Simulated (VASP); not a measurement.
Here is a VASP 6.6.1 calculation.

INCAR

```
SYSTEM = SnSe2
PREC = Accurate
ENCUT = 600
EDIFF = 1E-7
ISMEAR = 0
SIGMA = 0.02
LREAL = .FALSE.
LASPH = .TRUE.
NELM = 60
ALGO = Normal
ISIF = 4
LWAVE = .FALSE.
LCHARG = .FALSE.
GGA = PE
IVDW = 12
IBRION = 2
NSW = 50
EDIFFG = -0.01
```

Contents of KPOINTS:

```
Automatic mesh
0
G
  12 12 6
  0 0 0
```

POSCAR

```
SnSe2
1.0
    3.7643668395      0.0000000000      0.0000000000
   -1.8821834198      3.2600373121      0.0000000000
    0.0000000000      0.0000000000      5.6898058036
Sn Se
1 2
Direct
    0.0000000000      0.0000000000      0.0000000000
    0.3333333333      0.6666666667      0.2767446572
    0.6666666667      0.3333333333      0.7232553428
```

Potentials or basis: VASP PAW PBE potentials, release 64 (Sn_d, Se).

Launch:

```bash
$ cat potpaw_PBE.64/Sn_d/POTCAR potpaw_PBE.64/Se/POTCAR > POTCAR
$ mpirun -np 1 vasp_std > vasp.out
```

**Question.** Estimate the band gap on the k mesh.

**Answer.** Zero (bands 13 and 14 overlap by 0.09 eV).

**Question.** Estimate the dispersion energy per atom.

**Answer.** -0.402 eV.

Forces on the atoms (eV/Å):
```
Sn   0.000  0.000  0.000
Se   0.000  0.000 -0.002
Se   0.000  0.000  0.002
```

Caveat: semilocal functionals underestimate gaps, so a narrow gap can read as zero; spin-orbit coupling is left out, which moves the levels of the heavy elements.
